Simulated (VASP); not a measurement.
Set up this calculation in VASP 6.6.1, as the native input.

```yaml
Task: single point
Functional: PBEsol
Potentials_or_basis: VASP PAW PBE potentials, release 64 (Hf_pv, N)
Cutoff: 520 eV
k_mesh: 16 × 16 × 16
Occupations: gaussian, width 0.15 eV
Spin: no spin polarisation
Dipole_correction: no
Further_INCAR_settings: ALGO = Normal; EDIFF = 1e-06; NBANDS = 14
```

The structure of HfN lies in POSCAR:

```
HfN
1.0
    0.0000000000      2.4548220000      2.4548220000
    2.4548220000      0.0000000000      2.4548220000
    2.4548220000      2.4548220000      0.0000000000
Hf N
1 1
Direct
    0.0000000000      0.0000000000      0.0000000000
    0.7500000000      0.7500000000      0.6635855739
```

This cell differs from its parent crystal: atom 2 (N) moved by (-0.300, +0.000) A along [1 1 0] and z.

The input as run:

INCAR

```
SYSTEM = HfN
PREC     = Accurate       ! precision mode
ENCUT    = 520            ! plane-wave cutoff, eV
EDIFF    = 1E-6           ! SCF threshold, eV
ISMEAR   = 0              ! smearing method
SIGMA    = 0.15           ! smearing width, eV
LREAL    = .FALSE.        ! projectors in reciprocal space
LASPH    = .TRUE.         ! aspherical terms in the spheres
NELM     = 60             ! most SCF steps
ALGO     = Normal         ! electronic algorithm
ISIF     = 2              ! what is computed and relaxed
LWAVE    = .FALSE.        ! write WAVECAR
LCHARG   = .FALSE.        ! write CHGCAR
GGA      = PS             ! functional
NBANDS   = 14             ! bands
```

KPOINTS

```
Automatic mesh
0
G
  16 16 16
  0 0 0
```

Potentials or basis: VASP PAW PBE potentials, release 64 (Hf_pv, N).

Launch:

```console
$ cat potpaw_PBE.64/Hf_pv/POTCAR potpaw_PBE.64/N/POTCAR > POTCAR
$ mpirun -np 1 vasp_std > vasp.out
```

Results of the run:

The pressure is 3.5 GPa and the largest force is 4.209 eV/Å.

Caveat: the cell differs from its parent crystal (atom 2 (N) moved by (-0.300, +0.000) A along [1 1 0] and z); the PAW data sets were made with another functional, which shifts forces and pressure a little.

It took 5.1 min on 1 thread of Intel Xeon 6975P-C (shared host), peak memory 0.57 GiB.
